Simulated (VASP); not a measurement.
Here is a VASP 6.6.1 calculation.

File INCAR:

```
SYSTEM = BPtF6
PREC = Accurate
ENCUT = 520
EDIFF = 1E-7
ISMEAR = -1
SIGMA = 0.0476
LREAL = .FALSE.
LASPH = .TRUE.
NELM = 60
ALGO = Normal
ISIF = 2
LWAVE = .FALSE.
LCHARG = .FALSE.
GGA = PE
NBANDS = 38
```

The input KPOINTS:

```
regular mesh
0
G
  5 5 5
  0 0 0
```

Contents of POSCAR:

```
BPtF6
1.0
    4.7884256847     -0.0000002820     -0.0000001760
   -2.3942125982      4.1468984281     -0.0000000644
   -2.3942126045      1.3822997265      4.2580053352
B F Pt
1 6 1
Direct
    0.5000000000      0.5000000000      0.5000000000
    0.2893613596      0.1500905689      0.7181285579
    0.8499094311      0.4211422327      0.7181285579
    0.5788577673      0.7106386404      0.7181285579
    0.7106386404      0.8499094311      0.2818714421
    0.1500905689      0.5788577673      0.2818714421
    0.4211422327      0.2893613596      0.2818714421
    0.0000000000      0.0000000000      0.0000000000
```

Potentials or basis: VASP PAW PBE potentials, release 64 (B, F, Pt).

Command:

```sh
$ cat potpaw_PBE.64/B/POTCAR potpaw_PBE.64/F/POTCAR potpaw_PBE.64/Pt/POTCAR > POTCAR
$ mpirun -np 1 vasp_std > vasp.out
```

Q: Estimate the largest force.

A: 0.028 eV/Å.

Q: Estimate the band gap on the k mesh.

A: Zero (an odd number of electrons rules out a gap without spin polarisation).

Q: Predict the pressure.

A: 0.0 GPa.

Forces in eV/Å, atoms in the order of the input:
```
B    0.000  0.000  0.000
F   -0.005 -0.025  0.011
F    0.024  0.008  0.011
F   -0.019  0.017  0.011
F    0.005  0.025 -0.011
F   -0.024 -0.008 -0.011
F    0.019 -0.017 -0.011
Pt   0.000  0.000  0.000
```

Caveat: spin-orbit coupling is left out, which moves the levels of the heavy elements; an odd number of electrons without spin polarisation forces a metal; a magnetic or distorted state may lie lower.
